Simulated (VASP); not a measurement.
Input of a VASP 6.6.1 run:

INCAR

```
SYSTEM = CdF2
PREC     = Accurate       ! precision mode
ENCUT    = 520            ! plane-wave cutoff, eV
EDIFF    = 1E-6           ! SCF threshold, eV
ISMEAR   = 0              ! smearing method
SIGMA    = 0.05           ! smearing width, eV
LREAL    = .False.        ! projectors in reciprocal space
LASPH    = .True.         ! aspherical terms in the spheres
NELM     = 100            ! most SCF steps
ALGO     = Normal         ! electronic algorithm
ISIF     = 2              ! what is computed and relaxed
LWAVE    = .False.        ! write WAVECAR
LCHARG   = .True.         ! write CHGCAR
GGA      = PS             ! functional
LELF     = .True.         ! ELF
LVHAR    = .True.       
NBANDS   = 20             ! bands
```

File KPOINTS:

```
Automatic mesh
0
Gamma
  8 8 8
  0 0 0
```

File POSCAR:

```
CdF2
1.0
    0.0000000000      2.8017600000      2.6940000000
    2.5862400000      0.0000000000      2.6940000000
    2.5862400000      2.8017600000      0.0000000000
Cd F
1 2
Direct
    0.0000000000      0.0000000000      0.0000000000
    0.2500000000      0.2500000000      0.2500000000
    0.7500000000      0.7500000000      0.7500000000
```

Potentials or basis: VASP PAW PBE potentials, release 64 (Cd, F).

Command:

```sh
$ cat potpaw_PBE.64/Cd/POTCAR potpaw_PBE.64/F/POTCAR > POTCAR
$ mpirun -np 1 vasp_std > vasp.out
```

Problem. Estimate the pressure.

Solution. 0.7 GPa.

Problem. Predict the band gap on the k mesh.

Solution. 2.77 eV, indirect (least direct gap 3.25 eV).

Stress tensor (GPa, compression positive):
```
 5.16  0.00  0.00
 0.00 -3.71  0.00
 0.00  0.00  0.52
```

Caveat: the cell differs from its parent crystal (strain -0.0400 x Voigt [1, -1, 0, 0, 0, 0]); the PAW data sets were made with another functional, which shifts forces and pressure a little. A k mesh can miss the band edges.
